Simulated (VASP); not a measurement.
Write the native input for VASP 6.6.1 that does the following.

```
Task                   : relaxation of cell and atoms
Functional             : PBE
Potentials or basis    : VASP PAW PBE potentials, release 64 (Nd_3, Ge_d, B), 4f in core
Cutoff                 : 500 eV
k mesh                 : 6 × 6 × 4
Occupations            : gaussian, width 0.1 eV
Spin                   : no spin polarisation
Dipole correction      : no
Further INCAR settings : ALGO = Normal; EDIFF = 1e-07; IBRION = 2; EDIFFG = -0.04; NSW = 90; ISIF = 3
```

The structure of Nd2GeB lies in POSCAR:

```
Nd2GeB
1.0
    5.1783918500      0.0000000000      0.0000000000
   -2.5891959300      4.4846189000      0.0000000000
    0.0000000000      0.0000000000      3.7721949800
Nd Ge B
2 1 1
Direct
    0.3333333300      0.6666666700      0.0000000000
    0.6666666700      0.3333333300      0.0000000000
    0.0000000000      0.0000000000      0.0000000000
    0.0000000000      0.0000000000      0.5000000000
```

The cell was generated, and may not be a known phase.

These files were run (other wordings do the same):

INCAR

```
  PREC = Accurate
  ENCUT = 500
  EDIFF = 1E-7
  ISMEAR = 0
  SIGMA = 0.1
  LREAL = F
  LASPH = T
  NELM = 200
  ALGO = Normal
  ISIF = 3
  LWAVE = F
  LCHARG = F
  GGA = PE
  IBRION = 2
  NSW = 90
  EDIFFG = -0.04
  GGA_COMPAT = F
  NELMIN = 4
  LMAXMIX = 6
```

KPOINTS

```
Automatic mesh
0
Gamma
  6 6 4
```

Potentials or basis: VASP PAW PBE potentials, release 64 (Nd_3, Ge_d, B), 4f in core.

Run with:

```bash
$ cat potpaw_PBE.64/Nd_3/POTCAR potpaw_PBE.64/Ge_d/POTCAR potpaw_PBE.64/B/POTCAR > POTCAR
$ mpirun -np 1 vasp_std > vasp.out
```

Results of the run:

```yaml
Relaxed_volume: 24.44 Å³/atom
Relaxed_cell: a = 5.348 Å, b = 5.348 Å, c = 3.947 Å, α = 90.00°, β = 90.00°, γ = 120.00°
Space_group_after_relaxing_to_0.1_Å: P6/mmm (No. 191)
Energy_gained_by_relaxing: 53.0 meV/atom
Ionic_steps: 4
Pressure_after_relaxing: 0.0 GPa
Band_gap_on_the_k_mesh: zero (an odd number of electrons rules out a gap without spin polarisation)
```

Caveat: the k points lie up to 0.40 Å⁻¹ apart in the final cell, too coarse for converged energies and pressures of a metal; spin-orbit coupling is left out, which moves the levels of the heavy elements; the 4f electrons are frozen in the core, so they carry no moment and show no levels; an odd number of electrons without spin polarisation forces a metal; a magnetic or distorted state may lie lower.

It took 82 s on 1 thread of Intel(R) Xeon(R) Platinum 8559C (Emerald Rapids), with other jobs on the host, peak memory 0.23 GiB.
